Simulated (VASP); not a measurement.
# CsSnI3 (Pm-3m) in VASP: single point with r2SCAN

Aim: the single point of CsSnI3 with r2SCAN.

Everything below comes from runs of VASP 6.6.1. Logs are shortened: lines on timing, memory, paths and dates and some standing lists are left out, and cuts for length are marked.

**1. The cell of the first run**

It takes space group Pm-3m (No. 221, cubic). Conventional cell: a = 6.346 Å, b = 6.346 Å, c = 6.346 Å, α = 90.00°, β = 90.00°, γ = 90.00°. Within 5.9 Å of Cs (site symmetry m-3m) lie 12 I at 4.49 Å and 8 Sn at 5.50 Å. Sn (site symmetry m-3m) has 6 I at 3.17 Å within 4.2 Å. Within 4.2 Å of I (site symmetry 4/mmm) lie 2 Sn at 3.17 Å.

**2. Single point, r2SCAN (51.12 Å³/atom)**

The input, POSCAR:

```
CsSnI3
1.0
    6.3464345202      0.0000000000      0.0000000000
    0.0000000000      6.3464345202      0.0000000000
    0.0000000000      0.0000000000      6.3464345202
Cs Sn I
1 1 3
Direct
    0.0000000000      0.0000000000      0.0000000000
    0.5000000000      0.5000000000      0.5000000000
    0.0000000000      0.5000000000      0.5000000000
    0.5000000000      0.0000000000      0.5000000000
    0.5000000000      0.5000000000      0.0000000000
```

The input, INCAR.step1:

```
SYSTEM = CsSnI3
ALGO = Normal ; EDIFF = 1E-4
ENCUT = 520 ; GGA = PE
ISMEAR = 0 ; LASPH = .True.
LCHARG = .False. ; LREAL = .False.
LWAVE = .True. ; NBANDS = 30
NELM = 100 ; PREC = Accurate
SIGMA = 0.02
```

The input, INCAR.step2:

```
SYSTEM = CsSnI3
ALGO = Normal ; EDIFF = 1E-6
ENCUT = 520 ; ISIF = 2
ISMEAR = 0 ; ISTART = 1
LASPH = .True. ; LCHARG = .False.
LMIXTAU = .True. ; LREAL = .False.
LWAVE = .False. ; METAGGA = R2SCAN
NBANDS = 30 ; NELM = 100
PREC = Accurate ; SIGMA = 0.02
```

The input, KPOINTS:

```
k-points
0
Gamma
  6 6 6
  0 0 0
```

Potentials or basis: VASP PAW PBE potentials, release 64 (Cs_sv, Sn_d, I).

On the command line:

```console
> cat potpaw_PBE.64/Cs_sv/POTCAR potpaw_PBE.64/Sn_d/POTCAR potpaw_PBE.64/I/POTCAR > POTCAR
> cp INCAR.step1 INCAR
> mpirun -np 1 vasp_std > vasp.out
> cp INCAR.step2 INCAR
> mpirun -np 1 vasp_std > vasp.out
```

OUTCAR:

```text
SYSTEM = CsSnI3
   EDIFF = 1E-6
   ENCUT = 520
   ISIF = 2
   ISMEAR = 0
   ISTART = 1
   LASPH = .True.
   LREAL = .False.
   METAGGA = R2SCAN
   NELM = 100
   PREC = Accurate

 ion  position               nearest neighbor table
   1  0.000  0.000  0.000-
   2  0.500  0.500  0.500-   3 3.17   4 3.17   5 3.17   5 3.17   4 3.17   3 3.17
   3  0.000  0.500  0.500-   2 3.17   2 3.17
   4  0.500  0.000  0.500-   2 3.17   2 3.17
   5  0.500  0.500  0.000-   2 3.17   2 3.17

  LATTYP: Found a simple cubic cell.
 ALAT       =     6.3464345202

  Lattice vectors:

 A1 = (   6.3464345202,   0.0000000000,   0.0000000000)
 A2 = (   0.0000000000,   6.3464345202,   0.0000000000)
 A3 = (   0.0000000000,   0.0000000000,   6.3464345202)

Analysis of symmetry for initial positions (statically):
=====================================================================
 Subroutine PRICEL returns:
 Original cell was already a primitive cell.

 Routine SETGRP: Setting up the symmetry group for a
 simple cubic supercell.

 Subroutine GETGRP returns: Found 48 space group operations
 (whereof 48 operations were pure point group operations)
 out of a pool of 48 trial point group operations.

The static configuration has the point symmetry O_h .

Analysis of symmetry for dynamics (positions and initial velocities):
=====================================================================
 Subroutine PRICEL returns:
 Original cell was already a primitive cell.

 Routine SETGRP: Setting up the symmetry group for a
 simple cubic supercell.

 Subroutine GETGRP returns: Found 48 space group operations
 (whereof 48 operations were pure point group operations)
 out of a pool of 48 trial point group operations.

The dynamic configuration has the point symmetry O_h .

 Subroutine INISYM returns: Found 48 space group operations
 (whereof 48 operations are pure point group operations),
 and found     1 'primitive' translations

----------------------------------------------------------------------------------------

                                     Primitive cell

  volume of cell :     255.6168

  direct lattice vectors                    reciprocal lattice vectors
     6.346434520  0.000000000  0.000000000     0.157568789  0.000000000  0.000000000
     0.000000000  6.346434520  0.000000000     0.000000000  0.157568789  0.000000000
     0.000000000  0.000000000  6.346434520     0.000000000  0.000000000  0.157568789

  length of vectors
     6.346434520  6.346434520  6.346434520     0.157568789  0.157568789  0.157568789

  position of ions in fractional coordinates (direct lattice)
     0.000000000  0.000000000  0.000000000
     0.500000000  0.500000000  0.500000000
     0.000000000  0.500000000  0.500000000
     0.500000000  0.000000000  0.500000000
     0.500000000  0.500000000  0.000000000

  ion indices of the primitive-cell ions
   primitive index   ion index
                 1           1
                 2           2
                 3           3
                 4           4
                 5           5

----------------------------------------------------------------------------------------

 KPOINTS: k-points

Automatic generation of k-mesh.
 Grid dimensions read from file:
 generate k-points for:    6    6    6

 Generating k-lattice:

  Cartesian coordinates                     Fractional coordinates (reciprocal lattice)
     0.026261465  0.000000000  0.000000000     0.166666667  0.000000000  0.000000000
     0.000000000  0.026261465  0.000000000     0.000000000  0.166666667  0.000000000
     0.000000000  0.000000000  0.026261465     0.000000000  0.000000000  0.166666667

  Length of vectors
     0.026261465  0.026261465  0.026261465

  Shift w.r.t. Gamma in fractional coordinates (k-lattice)
     0.000000000  0.000000000  0.000000000

 Subroutine IBZKPT returns following result:
 ===========================================

 Found     20 irreducible k-points:

 Following reciprocal coordinates:
            Coordinates               Weight
  0.000000  0.000000  0.000000      1.000000
  0.166667  0.000000  0.000000      6.000000
  0.333333  0.000000  0.000000      6.000000
  0.500000  0.000000  0.000000      3.000000
  0.166667  0.166667  0.000000     12.000000
  0.333333  0.166667  0.000000     24.000000
[... 12 lines left out ...]
  0.500000  0.500000  0.333333      6.000000
  0.500000  0.500000  0.500000      1.000000
   k-points           NKPTS =     20   k-points in BZ     NKDIM =     20   number of bands    NBANDS=     30
   number of dos      NEDOS =    301   number of ions     NIONS =      5
   total plane-waves  NPLWV = 110592
   dimension x,y,z NGX =    48 NGY =   48 NGZ =   48
   dimension x,y,z NGXF=    96 NGYF=   96 NGZF=   96
   ions per type =               1   1   3
   NGX,Y,Z   is equivalent  to a cutoff of  12.57, 12.57, 12.57 a.u.
   NGXF,Y,Z  is equivalent  to a cutoff of  25.15, 25.15, 25.15 a.u.
 SYSTEM =  CsSnI3
   PREC   = accura    normal or accurate (medium, high low for compatibility)
   ISTART =      1    job   : 0-new  1-cont  2-samecut
   ICHARG =      0    charge: 1-file 2-atom 10-const
   ISPIN  =      1    spin polarized calculation?
   LNONCOLLINEAR =      F non collinear calculations
   LSORBIT =      F    spin-orbit coupling
   LASPH  =      T    aspherical Exc in radial PAW
   ENCUT  =  520.0 eV  38.22 Ry    6.18 a.u.  11.80 11.80 11.80*2*pi/ulx,y,z
   NELM   =    100;   NELMIN=  2; NELMDL=  0     # of ELM steps
   EDIFF  = 0.1E-05   stopping-criterion for ELM
   LREAL  =      F    real-space projection
   EDIFFG = 0.1E-04   stopping-criterion for IOM
   NSW    =      0    number of steps for IOM
   IBRION =     -1    ionic relax: 0-MD 1-quasi-New 2-CG
   NFREE  =      0    steps in history (QN), initial steepest desc. (CG)
   ISIF   =      2    stress and relaxation
   ISYM   =      2    0-nonsym 1-usesym 2-fastsym
   POTIM  = 0.5000    time-step for ionic-motion
   TEBEG  =    0.0;   TEEND  =   0.0 temperature during run
   PSTRESS=    0.0 pullay stress
   NELECT =      44.0000    total number of electrons
   NUPDOWN=      -1.0000    fix difference up-down
   EMIN   =  10.00;   EMAX   =-10.00  energy-range for DOS
   EFERMI =   0.00;   METHOD = LEGACY
   ISMEAR =     0;   SIGMA  =   0.02  broadening in eV -4-tet -1-fermi 0-gaus
   EFERMI_NEDOS =   21; number of points for ismear=-14 and -15
   IALGO  =     38    algorithm
   IMIX   =      4    mixing-type and parameters
     AMIX     =   0.40;   BMIX     =  1.00
     AMIX_MAG =   1.60;   BMIX_MAG =  1.00
  volume/ion in A,a.u.               =      51.12       345.00
  Fermi-wavevector in a.u.,A,eV,Ry     =   0.910673  1.720923 11.283662  0.829326
  Thomas-Fermi vector in A             =   2.034863
   LORBIT       =      0    0 simple, 1 ext, 2 COOP (PROOUT), +10 PAW based schemes
   METAGGA = R2SCAN    functional components
   LHFCALC =     F    Hartree Fock is set to
   AEXX    =    0.0000 exact exchange contribution
   IVDW    =     0    specifies the selected vdW correction
   LEPSILON=     F    determine dielectric tensor
   LRPA    =     F    only Hartree local field effects (RPA)
 non-spin polarized calculation
 Gauss-broadening in eV      SIGMA  =   0.02
  energy-cutoff  :      520.00
  volume of cell :      255.62
 maximum number of plane-waves:      6931
 NGX is ok and might be reduce to    48
   NGX = 23   NGY = 23   NGZ = 23

 number of electron      44.0000002 magnetization

 Free energy of the ion-electron system (eV)
  ---------------------------------------------------
  ext. energy  EPLUGINS =         0.00000000
  ---------------------------------------------------
  free energy    TOTEN  =      -128.65052547 eV

  energy without entropy =     -128.65052547  energy(sigma->0) =     -128.65052547

 E-fermi :   2.1266     XC(G=0):  -7.6152

 val. band max:        1.9967485645   @ k =   0.5000   0.5000   0.5000
 cond. band min:       2.7219211588   @ k =   0.5000   0.5000   0.5000
 fundamental gap:      0.7251725944
 Fermi energy:         2.1265693319

 k-point     1 :       0.0000    0.0000    0.0000
  band No.  band energies     occupation
      1     -20.8159      2.00000
      2     -20.7097      2.00000
      3     -20.7097      2.00000
      4     -20.6918      2.00000
      5     -20.6918      2.00000
      6     -20.6918      2.00000
[... 22 lines left out ...]
     29       6.8488      0.00000
     30       6.8488      0.00000

 k-point     2 :       0.1667    0.0000    0.0000
  band No.  band energies     occupation
      1     -20.8158      2.00000
      2     -20.7097      2.00000
      3     -20.7094      2.00000
      4     -20.6918      2.00000
      5     -20.6918      2.00000
      6     -20.6918      2.00000
[... 22 lines left out ...]
     29       6.3399      0.00000
     30       6.8515      0.00000

 k-point     3 :       0.3333    0.0000    0.0000
  band No.  band energies     occupation
      1     -20.8157      2.00000
      2     -20.7097      2.00000
      3     -20.7088      2.00000
      4     -20.6919      2.00000
      5     -20.6919      2.00000
      6     -20.6918      2.00000
[... 22 lines left out ...]
     29       6.5309      0.00000
     30       7.2118      0.00000

 k-point     4 :       0.5000    0.0000    0.0000
  band No.  band energies     occupation
      1     -20.8156      2.00000
      2     -20.7097      2.00000
      3     -20.7085      2.00000
      4     -20.6919      2.00000
      5     -20.6919      2.00000
      6     -20.6918      2.00000
[... 484 lines left out ...]
     29       6.9562      0.00000
     30       7.5087      0.00000

 k-point    19 :       0.5000    0.5000    0.3333
  band No.  band energies     occupation
      1     -20.8152      2.00000
      2     -20.7082      2.00000
      3     -20.7079      2.00000
      4     -20.6920      2.00000
      5     -20.6920      2.00000
      6     -20.6920      2.00000
[... 22 lines left out ...]
     29       6.7823      0.00000
     30       7.6538      0.00000

 k-point    20 :       0.5000    0.5000    0.5000
  band No.  band energies     occupation
      1     -20.8151      2.00000
      2     -20.7079      2.00000
      3     -20.7079      2.00000
      4     -20.6920      2.00000
      5     -20.6920      2.00000
      6     -20.6920      2.00000
[... 22 lines left out ...]
     29       6.6650      0.00000
     30       7.8373      0.00000

------------------------ aborting loop because EDIFF is reached ----------------------------------------

  FORCE on cell =-STRESS in cart. coord.  units (eV):
  Direction    XX          YY          ZZ          XY          YZ          ZX
  --------------------------------------------------------------------------------------
  -------------------------------------------------------------------------------------
  Total       -1.4286104     -1.4286104     -1.4286104      0.0000000      0.0000000      0.0000000
  in kB       -8.9543690     -8.9543690     -8.9543690      0.0000000      0.0000000      0.0000000
  external PRESSURE =      -8.9543690 kB  Pullay stress =       0.0000000 kB

 VOLUME and BASIS-vectors are now :
 -----------------------------------------------------------------------------
  energy-cutoff  :      520.00
  volume of cell :      255.62
      direct lattice vectors                 reciprocal lattice vectors
     6.346434520  0.000000000  0.000000000     0.157568789  0.000000000  0.000000000
     0.000000000  6.346434520  0.000000000     0.000000000  0.157568789  0.000000000
     0.000000000  0.000000000  6.346434520     0.000000000  0.000000000  0.157568789

 POSITION                                       TOTAL-FORCE (eV/Angst)
 -----------------------------------------------------------------------------------
      0.00000      0.00000      0.00000         0.000000      0.000000      0.000000
      3.17322      3.17322      3.17322         0.000000      0.000000      0.000000
      0.00000      3.17322      3.17322         0.000000      0.000000      0.000000
      3.17322      0.00000      3.17322         0.000000      0.000000      0.000000
      3.17322      3.17322      0.00000         0.000000      0.000000      0.000000
 -----------------------------------------------------------------------------------
    total drift:                                0.000000     -0.000000     -0.000000

  FREE ENERGIE OF THE ION-ELECTRON SYSTEM (eV)
  ---------------------------------------------------
  free  energy   TOTEN  =      -128.6505254722 eV

  energy  without entropy=     -128.6505254722  energy(sigma->0) =     -128.65052547
```

Run time: 15 min. Hardware: 1 thread of Oxide Virtual Turin-like, shared host; peak memory 0.43 GiB.

What came out:

* Free energy: -128.6505 eV
* Pressure: -0.9 GPa
* Band gap on the k mesh: 0.73 eV

Caveat: the PAW data sets were made with another functional, which shifts forces and pressure a little; spin-orbit coupling is left out, which moves the levels of the heavy elements. r2SCAN opens gaps a little over a GGA but as a rule still falls short of measured ones.
